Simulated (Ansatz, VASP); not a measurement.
# Se: VASP beside Ansatz

Contents of INCAR:

```
SYSTEM = Se
PREC = Accurate
ENCUT = 520
EDIFF = 1E-7
ISMEAR = -1
SIGMA = 0.1
LREAL = .FALSE.
LASPH = .TRUE.
NELM = 100
ALGO = Normal
ISIF = 2
LWAVE = .FALSE.
LCHARG = .FALSE.
GGA = PS
NBANDS = 20
```

File KPOINTS:

```
Automatic mesh
0
G
  11 11 5
  0 0 0
```

File POSCAR:

```
Se
1.0
    3.7929252312      0.0000000000      0.0000000000
   -1.8964626156      3.2847696048      0.0000000000
    0.0000000000      0.0000000000      7.4385024840
Se
4
Direct
    1.0000000000      0.0000000000      0.0000000000
    1.0000000000      0.0000000000      0.5000000000
    0.3333333333      0.6666666667      0.2500000000
    0.6666666667      0.3333333333      0.7500000000
```

Input for Ansatz:

```yaml
crystal:
  lattice:
    - [3.7929252312, 0.0, 0.0]
    - [-1.8964626156, 3.2847696048, 0.0]
    - [0.0, 0.0, 7.438502484]
  atoms:
    - { symbol: Se, position: [1.0, 0.0, 0.0] }
    - { symbol: Se, position: [1.0, 0.0, 0.5] }
    - { symbol: Se, position: [0.3333333333, 0.6666666667, 0.25] }
    - { symbol: Se, position: [0.6666666667, 0.3333333333, 0.75] }
hamiltonian:
  xc: pbesol
  pseudopotentials:
    kind: paw
    azcp:
      Se: "pseudopotentials/Se.paw.azcp"
basis:
  ecutwfc: 420
  fft_grid_basis: typed
kpoints:
  mp_grid: { grid: [11, 11, 5], shift: [0, 0, 0] }
magnetization:
  spin_polarized: false
scf:
  occupations: { method: fermi_dirac, width: 0.1 }
  lower_state_search: "off"
output:
  stress: true
  write_density: true
  write_potential: true
  elf: true
  volumetric_format: npy
```

Alike in both runs: task single point; functional PBEsol; k mesh 11 × 11 × 5; occupations fermi-dirac, width 0.1 eV; no spin polarisation.

|  | VASP | Ansatz |
| --- | --- | --- |
| version | VASP 6.6.1 | Ansatz 0.2.0 |
| potentials or method | VASP PAW PBE potentials, release 64 (Se), cutoff 520 eV | plane waves (420 eV) with PAW, scalar-relativistic |
| valence electrons in the cell | 24 | 64 |

Ansatz gave:

* pressure (GPa): -5.0
* traceless stress, the component that is largest in VASP (GPa): -0.86

Estimate VASP's values.

pressure (GPa): -4.9; traceless stress, the component that is largest in VASP (GPa): -0.84.

VASP's potentials were made for PBE, not for PBEsol, and Ansatz warns of the same on its side. VASP's potentials hold 24 valence electrons a cell and Ansatz's 64, so a difference there can come from the potentials and not from the codes.
